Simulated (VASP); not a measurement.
Runs of VASP 6.6.1 on ZnS3. The structure is that of space group Pm-3m (No. 221), or close to it. The cells are those of the table. 

| task | cell | k mesh | cutoff (eV) | gap on the mesh (eV) | pressure (GPa) | relaxed volume (Å³/atom) |
| --- | --- | --- | --- | --- | --- | --- |
| single point | a = 4.055 Å, 4 atoms | 12 × 12 × 12 | 520 | none | 0.0 | - |
| single point | a = 4.226 Å, 4 atoms | 4 × 4 × 4 | 520 | none | -6.2 | - |
| relaxation of cell and atoms | relaxed from a = 4.074 Å, 4 atoms | 12 × 12 × 12 | 600 | none | 0.0 | 16.66 |
| relaxation of cell and atoms | relaxed from a = 4.226 Å, 4 atoms | 4 × 4 × 4 | 600 | none | -0.2 | (a) |
| single point | a = 4.074 Å, 4 atoms | 4 × 4 × 4 | 520 | none | -0.1 | - |

Alike in all rows: level PBE; potentials or basis VASP PAW PBE potentials, release 64 (Zn, S); no spin polarisation; smearing gaussian 0.1 eV.

Q: Estimate the missing entries.

A: (a) 16.95.

Caveats: some runs use coarse meshes.

A gap of «none» marks levels without a gap at the run's occupations.
